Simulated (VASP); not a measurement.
# Nb (Fm-3m) in VASP: notebook

Runs on Nb. Level: r2SCAN. Tasks: single point.

Everything below comes from runs of VASP 6.6.1. Logs are shortened: lines on timing, memory, paths and dates and some standing lists are left out, and cuts for length are marked.

## Step 1: The cell of the first run

Symmetry: Fm-3m, No. 225, cubic system. Conventional cell: a = 4.215 Å, b = 4.215 Å, c = 4.215 Å, α = 90.00°, β = 90.00°, γ = 90.00°. Within 3.9 Å of Nb (site symmetry m-3m) lie 12 Nb at 2.98 Å.

This isn't the form of Nb at room conditions, which is bcc.

## Step 2: Single point, r2SCAN

Contents of POSCAR:

```
Nb
1.0
    0.0000000000      2.1072792316      2.1072792316
    2.1072792316      0.0000000000      2.1072792316
    2.1072792316      2.1072792316      0.0000000000
Nb
1
Direct
    0.0000000000      0.0000000000      0.0000000000
```

Contents of INCAR.step1:

```
SYSTEM = Nb
PREC = Accurate
ENCUT = 520
ISMEAR = -1
SIGMA = 0.1
LREAL = .False.
LASPH = .True.
NELM = 80
NBANDS = 12
GGA = PE
ALGO = Normal
EDIFF = 1E-4
LWAVE = .True.
LCHARG = .False.
```

Contents of INCAR.step2:

```
SYSTEM = Nb
PREC = Accurate
ENCUT = 520
EDIFF = 1E-6
ISMEAR = -1
SIGMA = 0.1
LREAL = .False.
LASPH = .True.
NELM = 80
ALGO = Normal
ISIF = 2
LWAVE = .False.
LCHARG = .True.
METAGGA = R2SCAN
LMIXTAU = .True.
LELF = .True.
LVHAR = .True.
NBANDS = 12
ISTART = 1
```

Contents of KPOINTS:

```
Automatic mesh
0
Gamma
  13 13 13
  0 0 0
```

Potentials or basis: VASP PAW PBE potentials, release 64 (Nb_sv).

The run is started by

```sh
cat potpaw_PBE.64/Nb_sv/POTCAR > POTCAR
cp INCAR.step1 INCAR
mpirun -np 1 vasp_std > vasp.out
cp INCAR.step2 INCAR
mpirun -np 1 vasp_std > vasp.out
```

OUTCAR:

```text
SYSTEM = Nb
   PREC = Accurate
   ENCUT = 520
   EDIFF = 1E-6
   ISMEAR = -1
   LREAL = .False.
   LASPH = .True.
   NELM = 80
   ISIF = 2
   METAGGA = R2SCAN
   ISTART = 1

 ion  position               nearest neighbor table
   1  0.000  0.000  0.000-

  LATTYP: Found a face centered cubic cell.
 ALAT       =     4.2145584632

  Lattice vectors:

 A1 = (   0.0000000000,   2.1072792316,   2.1072792316)
 A2 = (   2.1072792316,   0.0000000000,   2.1072792316)
 A3 = (   2.1072792316,   2.1072792316,   0.0000000000)

Analysis of symmetry for initial positions (statically):
=====================================================================
 Subroutine PRICEL returns:
 Original cell was already a primitive cell.

 Routine SETGRP: Setting up the symmetry group for a
 face centered cubic supercell.

 Subroutine GETGRP returns: Found 48 space group operations
 (whereof 48 operations were pure point group operations)
 out of a pool of 48 trial point group operations.

The static configuration has the point symmetry O_h .

Analysis of symmetry for dynamics (positions and initial velocities):
=====================================================================
 Subroutine PRICEL returns:
 Original cell was already a primitive cell.

 Routine SETGRP: Setting up the symmetry group for a
 face centered cubic supercell.

 Subroutine GETGRP returns: Found 48 space group operations
 (whereof 48 operations were pure point group operations)
 out of a pool of 48 trial point group operations.

The dynamic configuration has the point symmetry O_h .

 Subroutine INISYM returns: Found 48 space group operations
 (whereof 48 operations are pure point group operations),
 and found     1 'primitive' translations

----------------------------------------------------------------------------------------

                                     Primitive cell

  volume of cell :      18.7153

  direct lattice vectors                    reciprocal lattice vectors
     0.000000000  2.107279232  2.107279232    -0.237272779  0.237272779  0.237272779
     2.107279232  0.000000000  2.107279232     0.237272779 -0.237272779  0.237272779
     2.107279232  2.107279232  0.000000000     0.237272779  0.237272779 -0.237272779

  length of vectors
     2.980142869  2.980142869  2.980142869     0.410968509  0.410968509  0.410968509

  position of ions in fractional coordinates (direct lattice)
     0.000000000  0.000000000  0.000000000

  ion indices of the primitive-cell ions
   primitive index   ion index
                 1           1

----------------------------------------------------------------------------------------

 KPOINTS: Automatic mesh

Automatic generation of k-mesh.
 Grid dimensions read from file:
 generate k-points for:   13   13   13

 Generating k-lattice:

  Cartesian coordinates                     Fractional coordinates (reciprocal lattice)
    -0.018251752  0.018251752  0.018251752     0.076923077  0.000000000  0.000000000
     0.018251752 -0.018251752  0.018251752     0.000000000  0.076923077  0.000000000
     0.018251752  0.018251752 -0.018251752     0.000000000  0.000000000  0.076923077

  Length of vectors
     0.031612962  0.031612962  0.031612962

  Shift w.r.t. Gamma in fractional coordinates (k-lattice)
     0.000000000  0.000000000  0.000000000

 Subroutine IBZKPT returns following result:
 ===========================================

 Found     84 irreducible k-points:

 Following reciprocal coordinates:
            Coordinates               Weight
  0.000000  0.000000  0.000000      1.000000
  0.076923  0.000000  0.000000      8.000000
  0.153846  0.000000  0.000000      8.000000
  0.230769  0.000000  0.000000      8.000000
  0.307692  0.000000  0.000000      8.000000
  0.384615  0.000000  0.000000      8.000000
[... 16 lines left out ...]
  0.384615  0.153846  0.000000     24.000000
  0.461538  0.153846  0.000000     24.000000
 [... further k-points ...]
   k-points           NKPTS =     84   k-points in BZ     NKDIM =     84   number of bands    NBANDS=     12
   number of dos      NEDOS =    301   number of ions     NIONS =      1
   total plane-waves  NPLWV =  13824
   dimension x,y,z NGX =    24 NGY =   24 NGZ =   24
   dimension x,y,z NGXF=    48 NGYF=   48 NGZF=   48
   ions per type =               1
   NGX,Y,Z   is equivalent  to a cutoff of  13.39, 13.39, 13.39 a.u.
   NGXF,Y,Z  is equivalent  to a cutoff of  26.78, 26.78, 26.78 a.u.
 SYSTEM =  Nb
   PREC   = accura    normal or accurate (medium, high low for compatibility)
   ISTART =      1    job   : 0-new  1-cont  2-samecut
   ICHARG =      0    charge: 1-file 2-atom 10-const
   ISPIN  =      1    spin polarized calculation?
   LNONCOLLINEAR =      F non collinear calculations
   LSORBIT =      F    spin-orbit coupling
   LASPH  =      T    aspherical Exc in radial PAW
   ENCUT  =  520.0 eV  38.22 Ry    6.18 a.u.   5.54  5.54  5.54*2*pi/ulx,y,z
   NELM   =     80;   NELMIN=  2; NELMDL=  0     # of ELM steps
   EDIFF  = 0.1E-05   stopping-criterion for ELM
   LREAL  =      F    real-space projection
   EDIFFG = 0.1E-04   stopping-criterion for IOM
   NSW    =      0    number of steps for IOM
   IBRION =     -1    ionic relax: 0-MD 1-quasi-New 2-CG
   NFREE  =      0    steps in history (QN), initial steepest desc. (CG)
   ISIF   =      2    stress and relaxation
   ISYM   =      2    0-nonsym 1-usesym 2-fastsym
   POTIM  = 0.5000    time-step for ionic-motion
   TEBEG  =    0.0;   TEEND  =   0.0 temperature during run
   PSTRESS=    0.0 pullay stress
   NELECT =      13.0000    total number of electrons
   NUPDOWN=      -1.0000    fix difference up-down
   EMIN   =  10.00;   EMAX   =-10.00  energy-range for DOS
   EFERMI =   0.00;   METHOD = LEGACY
   ISMEAR =    -1;   SIGMA  =   0.10  broadening in eV -4-tet -1-fermi 0-gaus
   EFERMI_NEDOS =   21; number of points for ismear=-14 and -15
   IALGO  =     38    algorithm
   IMIX   =      4    mixing-type and parameters
     AMIX     =   0.40;   BMIX     =  1.00
     AMIX_MAG =   1.60;   BMIX_MAG =  1.00
  volume/ion in A,a.u.               =      18.72       126.30
  Fermi-wavevector in a.u.,A,eV,Ry     =   1.449853  2.739824 28.600435  2.102073
  Thomas-Fermi vector in A             =   2.567532
   LORBIT       =      0    0 simple, 1 ext, 2 COOP (PROOUT), +10 PAW based schemes
   METAGGA = R2SCAN    functional components
   LHFCALC =     F    Hartree Fock is set to
   AEXX    =    0.0000 exact exchange contribution
   IVDW    =     0    specifies the selected vdW correction
   LEPSILON=     F    determine dielectric tensor
   LRPA    =     F    only Hartree local field effects (RPA)
 non-spin polarized calculation
  energy-cutoff  :      520.00
  volume of cell :       18.72
 maximum number of plane-waves:       531
 NGX is ok and might be reduce to    24
   NGX = 11   NGY = 11   NGZ = 11

 number of electron      13.0000001 magnetization

 Free energy of the ion-electron system (eV)
  ---------------------------------------------------
  ext. energy  EPLUGINS =         0.00000000
  ---------------------------------------------------
  free energy    TOTEN  =       -24.53516382 eV

  energy without entropy =      -24.49062135  energy(sigma->0) =      -24.51289258

 E-fermi :  10.9932     XC(G=0): -13.3972

 val. band max:       10.9571576158   @ k =  -0.2308   0.1538   0.0000
 cond. band min:      11.0130357446   @ k =   0.4615   0.3077   0.0769
 fundamental gap:      0.0558781288
 Fermi energy:        10.9932427067

 k-point     1 :       0.0000    0.0000    0.0000
  band No.  band energies     occupation
      1     -45.6229      2.00000
      2     -20.2511      2.00000
      3     -20.2511      2.00000
      4     -20.2511      2.00000
      5       4.3903      2.00000
      6      11.1390      0.37782
      7      11.1390      0.37781
      8      11.1390      0.37781
      9      13.9736      0.00000
     10      13.9736      0.00000
     11      23.2455      0.00000
     12      28.4971      0.00000

 k-point     2 :       0.0769    0.0000    0.0000
  band No.  band energies     occupation
      1     -45.6109      2.00000
      2     -20.3293      2.00000
      3     -20.2606      2.00000
      4     -20.2606      2.00000
      5       4.6213      2.00000
      6      10.9528      1.19954
      7      11.2434      0.15149
      8      11.2434      0.15149
      9      13.8799      0.00000
     10      13.8799      0.00000
     11      23.7128      0.00000
     12      27.5254      0.00000

 k-point     3 :       0.1538    0.0000    0.0000
  band No.  band energies     occupation
      1     -45.5774      2.00000
      2     -20.5425      2.00000
      3     -20.2870      2.00000
      4     -20.2870      2.00000
      5       5.2570      2.00000
      6      10.5389      1.97894
      7      11.4744      0.01614
      8      11.4744      0.01614
      9      13.7318      0.00000
     10      13.7318      0.00000
     11      24.7558      0.00000
     12      26.0900      0.00000
[... 286 lines left out ...]
 k-point    23 :       0.3846    0.1538    0.0000
  band No.  band energies     occupation
      1     -45.4369      2.00000
      2     -21.2022      2.00000
      3     -20.4973      2.00000
      4     -20.4713      2.00000
      5       7.4645      2.00000
      6       9.6611      2.00000
      7      10.7759      1.79572
      8      12.0942      0.00003
      9      15.0090      0.00000
     10      15.6200      0.00000
     11      23.7750      0.00000
     12      26.2880      0.00000

 k-point    24 :       0.4615    0.1538    0.0000
  band No.  band energies     occupation
      1     -45.4035      2.00000
      2     -21.3692      2.00000
      3     -20.5592      2.00000
      4     -20.4812      2.00000
      5       7.5961      2.00000
      6       9.9382      1.99995
      7      10.9353      1.28166
      8      11.8594      0.00035
      9      16.0072      0.00000
     10      16.4078      0.00000
     11      22.3459      0.00000
     12      25.1060      0.00000

 [... further k-points ...]
[... 5 lines left out ...]
  --------------------------------------------------------------------------------------
  -------------------------------------------------------------------------------------
  Total       -0.0221906     -0.0221906     -0.0221906     -0.0000000      0.0000000     -0.0000000
  in kB       -1.8996966     -1.8996966     -1.8996966     -0.0000000      0.0000000     -0.0000000
  external PRESSURE =      -1.8996966 kB  Pullay stress =       0.0000000 kB

 VOLUME and BASIS-vectors are now :
 -----------------------------------------------------------------------------
  energy-cutoff  :      520.00
  volume of cell :       18.72
      direct lattice vectors                 reciprocal lattice vectors
     0.000000000  2.107279232  2.107279232    -0.237272779  0.237272779  0.237272779
     2.107279232  0.000000000  2.107279232     0.237272779 -0.237272779  0.237272779
     2.107279232  2.107279232  0.000000000     0.237272779  0.237272779 -0.237272779

 POSITION                                       TOTAL-FORCE (eV/Angst)
 -----------------------------------------------------------------------------------
      0.00000      0.00000      0.00000         0.000000      0.000000      0.000000
 -----------------------------------------------------------------------------------
    total drift:                                0.000000      0.000000      0.000000

  FREE ENERGIE OF THE ION-ELECTRON SYSTEM (eV)
  ---------------------------------------------------
  free  energy   TOTEN  =       -24.5351638162 eV

  energy  without entropy=      -24.4906213507  energy(sigma->0) =      -24.51289258
```

Run time: 49 s. Hardware: 1 thread of Intel Xeon 8259CL, shared host; peak memory 0.16 GiB.

Results:

```
Free energy            : -24.5352 eV
Pressure               : -0.2 GPa
Band gap on the k mesh : zero (an odd number of electrons rules out a gap without spin polarisation)
```

Levels at points of the mesh, in eV from the Fermi level:
```tsv
k point	band 3	band 4	band 5	band 6	band 7	band 8	band 9	band 10
(0.00, 0.00, 0.00)	-31.24	-31.24	-6.60	0.15	0.15	0.15	2.98	2.98
```

Caveat: the PAW data sets were made with another functional, which shifts forces and pressure a little.

## Step 3: Single point, r2SCAN (16.47 Å³/atom)

This run uses another cell than the first one, of 16.47 Å³/atom.

Contents of POSCAR:

```
Nb
1.0
    0.0000000000      2.0193719109      2.0193719109
    2.0193719109      0.0000000000      2.0193719109
    2.0193719109      2.0193719109      0.0000000000
Nb
1
Direct
    0.0000000000      0.0000000000      0.0000000000
```

Contents of INCAR.step1:

```
PREC = Accurate
ENCUT = 520
ISMEAR = -1
SIGMA = 0.1
LREAL = False
LASPH = True
NELM = 60
NBANDS = 12
GGA = PE
ALGO = Normal
EDIFF = 1E-4
LWAVE = True
LCHARG = False
```

Contents of INCAR.step2:

```
PREC = Accurate
ENCUT = 520
EDIFF = 1E-6
ISMEAR = -1
SIGMA = 0.1
LREAL = False
LASPH = True
NELM = 60
ALGO = Normal
ISIF = 2
LWAVE = False
LCHARG = True
METAGGA = R2SCAN
LMIXTAU = True
LELF = True
LVHAR = True
NBANDS = 12
ISTART = 1
```

Contents of KPOINTS:

```
regular mesh
0
Gamma
  14 14 14
```

Potentials or basis: VASP PAW PBE potentials, release 64 (Nb_sv).

The run is started by

```sh
cat potpaw_PBE.64/Nb_sv/POTCAR > POTCAR
cp INCAR.step1 INCAR
mpirun -np 1 vasp_std > vasp.out
cp INCAR.step2 INCAR
mpirun -np 1 vasp_std > vasp.out
```

Run time: 74 s. Hardware: 1 thread of Intel Xeon 8259CL, shared host; peak memory 0.16 GiB.

The run converged. Its results:

| Quantity | Value |
| --- | --- |
| Free energy | -24.3688 eV |
| Pressure | 26.2 GPa |
| Band gap on the k mesh | zero (an odd number of electrons rules out a gap without spin polarisation) |

Levels at points of the mesh, in eV from the Fermi level:
```
           k point  band 4  band 5  band 6  band 7  band 8  band 9
(0.00, 0.00, 0.00)  -30.85   -6.86    0.02    0.02    0.02    3.35
(0.50, 0.00, 0.00)  -31.08   -4.60   -0.19   -0.19    1.86    5.72
(0.50, 0.50, 0.00)  -31.51   -5.07   -4.27    4.59    5.77    6.38
```

Caveat: the cell stands under pressure; the PAW data sets were made with another functional, which shifts forces and pressure a little.
